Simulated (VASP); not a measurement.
Write the native input for VASP 6.6.1 that does the following.

```yaml
Task: relaxation of cell and atoms
Functional: LDA
Potentials_or_basis: VASP PAW LDA potentials, release 64 (Ti_sv, Te)
Cutoff: 600 eV
k_mesh: 12 × 12 × 8
Occupations: gaussian, width 0.03 eV
Spin: no spin polarisation
Target_pressure: 6 GPa
Dipole_correction: no
Further_INCAR_settings: ALGO = Normal; EDIFF = 1e-07; IBRION = 2; EDIFFG = -0.002; NSW = 80; ISIF = 3
```

The structure of TiTe2 lies in POSCAR:

```
TiTe2
1.0
    3.5889765667      0.0000000000      0.0000000000
   -1.7944882834      3.1081448804      0.0000000000
    0.0000000000      0.0000000000      6.1566702020
Ti Te
1 2
Direct
    0.0000000000      0.0000000000      0.0000000000
    0.3333333333      0.6666666667      0.2782752710
    0.6666666667      0.3333333333      0.7217247290
```

These files were run (other wordings do the same):

INCAR

```
PREC = Accurate ; ENCUT = 600
EDIFF = 1E-7 ; ISMEAR = 0
SIGMA = 0.03 ; LREAL = F
LASPH = T ; NELM = 100
ALGO = Normal ; ISIF = 3
LWAVE = F ; LCHARG = F
GGA = CA ; IBRION = 2
NSW = 80 ; EDIFFG = -0.002
PSTRESS = 60.0
```

KPOINTS

```
regular mesh
0
Gamma
  12 12 8
```

Potentials or basis: VASP PAW LDA potentials, release 64 (Ti_sv, Te).

Launch:

```bash
$ cat potpaw_LDA.64/Ti_sv/POTCAR potpaw_LDA.64/Te/POTCAR > POTCAR
$ mpirun -np 1 vasp_std > vasp.out
```

Results of the run:

* Relaxed volume: 22.30 Å³/atom
* Relaxed cell: a = 3.558 Å, b = 3.558 Å, c = 6.100 Å, α = 90.00°, β = 90.00°, γ = 120.00°
* Space group after relaxing (to 0.1 Å): P-3m1 (No. 164)
* Energy change on relaxing (the run minimises the enthalpy): +18.5 meV/atom
* Ionic steps: 10
* Pressure after relaxing: 6.0 GPa
* Band gap on the k mesh: zero (bands 12 and 13 overlap by 0.90 eV)

Caveat: the cell is relaxed towards a set pressure, so the run minimises the enthalpy, not the energy; spin-orbit coupling is left out, which moves the levels of the heavy elements.

It took 13 min on 1 thread of Intel(R) Xeon(R) Platinum 8488C (Sapphire Rapids) (shared host), peak memory 0.33 GiB.
